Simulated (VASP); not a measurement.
# BaTiO3 (R3m) in VASP: single point with PBE

Aim: the single point of BaTiO3 with PBE.

Everything below comes from runs of VASP 6.6.1. Logs are shortened: lines on timing, memory, paths and dates and some standing lists are left out, and cuts for length are marked.

### 1 The cell of the first run

It takes space group R3m (No. 160, trigonal). The conventional cell has a = 5.697 Å, b = 5.697 Å, c = 7.005 Å, α = 90.00°, β = 90.00°, γ = 120.00°. Within 3.7 Å of Ba (site symmetry 3m) lie 12 O at 2.81 to 2.91 Å and 8 Ti at 3.40 to 3.60 Å. Within 2.5 Å of Ti (site symmetry 3m) lie 6 O at 1.89 to 2.15 Å. O (site symmetry m) has 2 Ti at 1.89 to 2.15 Å within 2.5 Å. Within 2.5 Å of O (site symmetry m) lie 2 Ti at 1.89 to 2.15 Å.

### 2 Single point, PBE

INCAR

```
PREC     = Accurate       # precision mode
ENCUT    = 520            # plane-wave cutoff, eV
EDIFF    = 1E-7           # SCF threshold, eV
ISMEAR   = -1             # smearing method
SIGMA    = 0.1            # smearing width, eV
LREAL    = False          # projectors in reciprocal space
LASPH    = True           # aspherical terms in the spheres
NELM     = 60             # most SCF steps
ALGO     = Normal         # electronic algorithm
ISIF     = 2              # what is computed and relaxed
LWAVE    = False          # write WAVECAR
LCHARG   = False          # write CHGCAR
GGA      = PE             # functional
NBANDS   = 51             # bands
```

KPOINTS

```
regular mesh
0
Gamma
  6 6 3
```

POSCAR

```
BaTiO3
1.0
    4.0338674300      0.0000000000      0.0000000000
    0.0104168700      4.0338573500      0.0000000000
    0.0208337400      0.0207934400      8.0676744100
Ba Ti O
2 2 6
Direct
    0.0000000000      0.0000000000      0.0000000000
    0.0000000000      0.0000000000      0.5000000000
    0.4860000000      0.4860000000      0.2430000000
    0.4860000000      0.4860000000      0.7430000000
    0.5084000000      0.5084000000      0.0092500000
    0.5084000000      0.5084000000      0.5092500000
    0.0185000000      0.5084000000      0.2542000000
    0.0185000000      0.5084000000      0.7542000000
    0.5084000000      0.0185000000      0.2542000000
    0.5084000000      0.0185000000      0.7542000000
```

Potentials or basis: VASP PAW PBE potentials, release 64 (Ba_sv, Ti_sv, O).

The run is started by

```sh
> cat potpaw_PBE.64/Ba_sv/POTCAR potpaw_PBE.64/Ti_sv/POTCAR potpaw_PBE.64/O/POTCAR > POTCAR
> mpirun -np 1 vasp_std > vasp.out
```

OUTCAR:

```text
PREC = Accurate
   ENCUT = 520
   EDIFF = 1E-7
   ISMEAR = -1
   LREAL = False
   LASPH = True
   NELM = 60
   ISIF = 2
   GGA = PE

 ion  position               nearest neighbor table
   1  0.000  0.000  0.000-  10 2.81   5 2.81   8 2.81   7 2.85   8 2.85  10 2.85   9 2.85   5 2.85
                             5 2.85   9 2.91   5 2.91   7 2.91   3 3.40   4 3.46   3 3.46   3 3.46
   2  0.000  0.000  0.500-   9 2.81   6 2.81   7 2.81   8 2.85   7 2.85   9 2.85  10 2.85   6 2.85
                             6 2.85  10 2.91   6 2.91   8 2.91   4 3.40   3 3.46   4 3.46   4 3.46
   3  0.486  0.486  0.243-   5 1.89   7 1.89   9 1.89   6 2.15   7 2.15   9 2.15   1 3.40   2 3.46
                             1 3.46   1 3.46   2 3.52   1 3.52   2 3.52   2 3.60
   4  0.486  0.486  0.743-   6 1.89   8 1.89  10 1.89   5 2.15   8 2.15  10 2.15   2 3.40   1 3.46
                             2 3.46   2 3.46   1 3.52   2 3.52   1 3.52   1 3.60
   5  0.508  0.508  0.009-   3 1.89   4 2.15   1 2.81   1 2.85   1 2.85   1 2.91
   6  0.508  0.508  0.509-   4 1.89   3 2.15   2 2.81   2 2.85   2 2.85   2 2.91
   7  0.019  0.508  0.254-   3 1.89   3 2.15   2 2.81   1 2.85   2 2.85   1 2.91
   8  0.019  0.508  0.754-   4 1.89   4 2.15   1 2.81   2 2.85   1 2.85   2 2.91
   9  0.508  0.019  0.254-   3 1.89   3 2.15   2 2.81   2 2.85   1 2.85   1 2.91
  10  0.508  0.019  0.754-   4 1.89   4 2.15   1 2.81   1 2.85   2 2.85   2 2.91

  LATTYP: Found a base centered monoclinic cell.
 ALAT       =     5.7121134985
 B/A-ratio  =     0.9974209747
 C/A-ratio  =     1.4123893211
 COS(beta)  =    -0.0036484712

  Lattice vectors:

 A1 = (  -4.0338674300,   0.0000000000,   0.0000000000)
 A2 = (  -0.0104168700,  -4.0338573500,   0.0000000000)
 A3 = (   0.0208337400,   0.0207934400,   8.0676744100)

Analysis of symmetry for initial positions (statically):
=====================================================================
 Subroutine PRICEL returns following result:

  LATTYP: Found a trigonal (rhomboedric) cell.
 ALAT       =     4.0338674300
 COS(alpha) =     0.0025823509

  Lattice vectors:

 A1 = (   4.0338674300,   0.0000000000,   0.0000000000)
 A2 = (   0.0104168700,   4.0338573500,   0.0000000000)
 A3 = (   0.0104168700,   0.0103967200,   4.0338372050)

   2 primitive cells build up your supercell.

 Routine SETGRP: Setting up the symmetry group for a
 base centered monoclinic supercell.

 Subroutine GETGRP returns: Found  2 space group operations
 (whereof  2 operations were pure point group operations)
 out of a pool of  4 trial point group operations.

The static configuration has the point symmetry C_1h.

Analysis of symmetry for dynamics (positions and initial velocities):
=====================================================================
 Subroutine PRICEL returns following result:

  LATTYP: Found a trigonal (rhomboedric) cell.
 ALAT       =     4.0338674300
 COS(alpha) =     0.0025823509

  Lattice vectors:

 A1 = (   4.0338674300,   0.0000000000,   0.0000000000)
 A2 = (   0.0104168700,   4.0338573500,   0.0000000000)
 A3 = (   0.0104168700,   0.0103967200,   4.0338372050)

   2 primitive cells build up your supercell.

 Routine SETGRP: Setting up the symmetry group for a
 base centered monoclinic supercell.

 Subroutine GETGRP returns: Found  2 space group operations
 (whereof  2 operations were pure point group operations)
 out of a pool of  4 trial point group operations.

The dynamic configuration has the point symmetry C_1h.

 Subroutine INISYM returns: Found  2 space group operations
 (whereof  2 operations are pure point group operations),
 and found     2 'primitive' translations

----------------------------------------------------------------------------------------

                                     Primitive cell

  volume of cell :      65.6388

[... 48 lines left out ...]
|           W    W  A    A  R    R  N N  N  II  N N  N  G       !!!           |
|           W WW W  AAAAAA  RRRRR   N  N N  II  N  N N  G  GGG   !            |
|           WW  WW  A    A  R   R   N   NN  II  N   NN  G    G                |
|           W    W  A    A  R    R  N    N  II  N    N   GGGG   !!!           |
|                                                                             |
|     Your reciprocal lattice and k-lattice belong to different lattice       |
|     classes:                                                                |
|                                                                             |
|        The reciprocal lattice is base-centered monoclinic,                  |
|        whereas your k-lattice is rhombohedral (trigonal).                   |
|                                                                             |
|     Results are often still useful ...                                      |
|                                                                             |
 -----------------------------------------------------------------------------

 Subroutine IBZKPT returns following result:
 ===========================================

 Found     34 irreducible k-points:

 Following reciprocal coordinates:
            Coordinates               Weight
  0.000000  0.000000  0.000000      1.000000
  0.166667 -0.000000  0.000000      4.000000
  0.333333 -0.000000  0.000000      4.000000
  0.500000 -0.000000  0.000000      2.000000
  0.166667  0.166667  0.000000      2.000000
  0.333333  0.166667  0.000000      4.000000
[... 16 lines left out ...]
 -0.333333  0.166667  0.333333      4.000000
 -0.166667  0.166667  0.333333      4.000000
 [... further k-points ...]
   k-points           NKPTS =     34   k-points in BZ     NKDIM =     34   number of bands    NBANDS=     51
   number of dos      NEDOS =    301   number of ions     NIONS =     10
   total plane-waves  NPLWV =  54000
   dimension x,y,z NGX =    30 NGY =   30 NGZ =   60
   dimension x,y,z NGXF=    60 NGYF=   60 NGZF=  120
   ions per type =               2   2   6
   NGX,Y,Z   is equivalent  to a cutoff of  12.36, 12.36, 12.36 a.u.
   NGXF,Y,Z  is equivalent  to a cutoff of  24.73, 24.73, 24.73 a.u.
 SYSTEM =  unknown system
   PREC   = accura    normal or accurate (medium, high low for compatibility)
   ISTART =      0    job   : 0-new  1-cont  2-samecut
   ICHARG =      2    charge: 1-file 2-atom 10-const
   ISPIN  =      1    spin polarized calculation?
   LNONCOLLINEAR =      F non collinear calculations
   LSORBIT =      F    spin-orbit coupling
   LASPH  =      T    aspherical Exc in radial PAW
   ENCUT  =  520.0 eV  38.22 Ry    6.18 a.u.   7.50  7.50 15.00*2*pi/ulx,y,z
   NELM   =     60;   NELMIN=  2; NELMDL= -5     # of ELM steps
   EDIFF  = 0.1E-06   stopping-criterion for ELM
   LREAL  =      F    real-space projection
   EDIFFG = 0.1E-05   stopping-criterion for IOM
   NSW    =      0    number of steps for IOM
   IBRION =     -1    ionic relax: 0-MD 1-quasi-New 2-CG
   NFREE  =      0    steps in history (QN), initial steepest desc. (CG)
   ISIF   =      2    stress and relaxation
   ISYM   =      2    0-nonsym 1-usesym 2-fastsym
   POTIM  = 0.5000    time-step for ionic-motion
   TEBEG  =    0.0;   TEEND  =   0.0 temperature during run
   PSTRESS=    0.0 pullay stress
   NELECT =      80.0000    total number of electrons
   NUPDOWN=      -1.0000    fix difference up-down
   EMIN   =  10.00;   EMAX   =-10.00  energy-range for DOS
   EFERMI =   0.00;   METHOD = LEGACY
   ISMEAR =    -1;   SIGMA  =   0.10  broadening in eV -4-tet -1-fermi 0-gaus
   EFERMI_NEDOS =   21; number of points for ismear=-14 and -15
   IALGO  =     38    algorithm
   IMIX   =      4    mixing-type and parameters
     AMIX     =   0.40;   BMIX     =  1.00
     AMIX_MAG =   1.60;   BMIX_MAG =  1.00
  volume/ion in A,a.u.               =      13.13        88.59
  Fermi-wavevector in a.u.,A,eV,Ry     =   1.387953  2.622850 26.210434  1.926413
  Thomas-Fermi vector in A             =   2.512125
   LORBIT       =      0    0 simple, 1 ext, 2 COOP (PROOUT), +10 PAW based schemes
   GGA     = PE    functional components
   LHFCALC =     F    Hartree Fock is set to
   AEXX    =    0.0000 exact exchange contribution
   IVDW    =     0    specifies the selected vdW correction
   LEPSILON=     F    determine dielectric tensor
   LRPA    =     F    only Hartree local field effects (RPA)
 non-spin polarized calculation
  energy-cutoff  :      520.00
  volume of cell :      131.28
 maximum number of plane-waves:      3567
   NGX = 15   NGY = 15   NGZ = 31

 number of electron      80.0000020 magnetization

 Free energy of the ion-electron system (eV)
  ---------------------------------------------------
  ext. energy  EPLUGINS =         0.00000000
  ---------------------------------------------------
  free energy    TOTEN  =       -80.06932586 eV

  energy without entropy =      -80.06931847  energy(sigma->0) =      -80.06932217

 E-fermi :   4.7810     XC(G=0): -11.1188

 val. band max:        3.6055295887   @ k =   0.5000   0.5000   0.0000
 cond. band min:       5.9011893679   @ k =   0.0000   0.0000   0.0000
 fundamental gap:      2.2956597792
 Fermi energy:         4.7809654839

 k-point     1 :       0.0000    0.0000    0.0000
  band No.  band energies     occupation
      1     -52.7920      2.00000
      2     -52.7911      2.00000
      3     -29.0806      2.00000
      4     -29.0352      2.00000
      5     -29.0322      2.00000
      6     -29.0319      2.00000
[... 1285 lines left out ...]
     50       9.7643      0.00000
     51       9.9576      0.00000

 [... further k-points ...]

------------------------ aborting loop because EDIFF is reached ----------------------------------------

  FORCE on cell =-STRESS in cart. coord.  units (eV):
  Direction    XX          YY          ZZ          XY          YZ          ZX
  --------------------------------------------------------------------------------------
  -------------------------------------------------------------------------------------
  Total        2.3587934      2.3589477      2.3595631     -0.0291244     -0.0290539     -0.0291327
  in kB       28.7878986     28.7897813     28.7972925     -0.3554486     -0.3545880     -0.3555495
  external PRESSURE =      28.7916574 kB  Pullay stress =       0.0000000 kB

 VOLUME and BASIS-vectors are now :
 -----------------------------------------------------------------------------
  energy-cutoff  :      520.00
  volume of cell :      131.28
      direct lattice vectors                 reciprocal lattice vectors
     4.033867430  0.000000000  0.000000000     0.247901057 -0.000640170 -0.000638523
     0.010416870  4.033857350  0.000000000     0.000000000  0.247901677 -0.000638936
     0.020833740  0.020793440  8.067674410     0.000000000  0.000000000  0.123951457

 POSITION                                       TOTAL-FORCE (eV/Angst)
 -----------------------------------------------------------------------------------
      0.00000      0.00000      0.00000        -0.048009     -0.047885     -0.047764
      0.01042      0.01040      4.03384        -0.048009     -0.047885     -0.047764
      1.97058      1.96551      1.96044        -0.054032     -0.053893     -0.053725
      1.98100      1.97590      5.99428        -0.054032     -0.053893     -0.053725
      2.05631      2.05101      0.07463         0.061798      0.061639     -0.021902
      2.06672      2.06140      4.10846         0.061798      0.061639     -0.021902
      0.08522      2.05610      2.05080        -0.021552      0.061851      0.061695
      0.09564      2.06650      6.08464        -0.021552      0.061851      0.061695
      2.05631      0.07991      2.05080         0.061795     -0.021712      0.061695
      2.06672      0.09031      6.08464         0.061795     -0.021712      0.061695
 -----------------------------------------------------------------------------------
    total drift:                                0.000818      0.000890      0.000857

  FREE ENERGIE OF THE ION-ELECTRON SYSTEM (eV)
  ---------------------------------------------------
  free  energy   TOTEN  =       -80.0693258625 eV

  energy  without entropy=      -80.0693184746  energy(sigma->0) =      -80.06932217
```

Wall time 7 min (1 thread of AMD EPYC 7R43 (Zen 3), shared host); peak memory 0.29 GiB.

What came out:

| Item | Value |
| --- | --- |
| Free energy | -80.0693 eV |
| Pressure | 2.9 GPa |
| Largest force | 0.093 eV/Å |
| Band gap on the k mesh | 2.30 eV |

Forces on the atoms (eV/Å):
```
Ba  -0.048 -0.048 -0.048
Ba  -0.048 -0.048 -0.048
Ti  -0.054 -0.054 -0.054
Ti  -0.054 -0.054 -0.054
O    0.062  0.062 -0.022
O    0.062  0.062 -0.022
O   -0.022  0.062  0.062
O   -0.022  0.062  0.062
O    0.062 -0.022  0.062
O    0.062 -0.022  0.062
```

Levels at points of the mesh, in eV from the valence-band top:
```csv
k point,band 38,band 39,band 40,band 41,band 42,band 43
"(0.00, 0.00, 0.00)",-0.52,-0.40,-0.40,2.30,2.30,2.41
"(0.50, 0.00, 0.00)",-0.86,-0.83,-0.09,2.45,3.66,3.73
"(0.50, 0.50, 0.00)",-0.02,-0.02,0.00,3.73,3.73,4.07
```

Caveat: spin-orbit coupling is left out, which moves the levels of the heavy elements. A k mesh can miss the band edges.
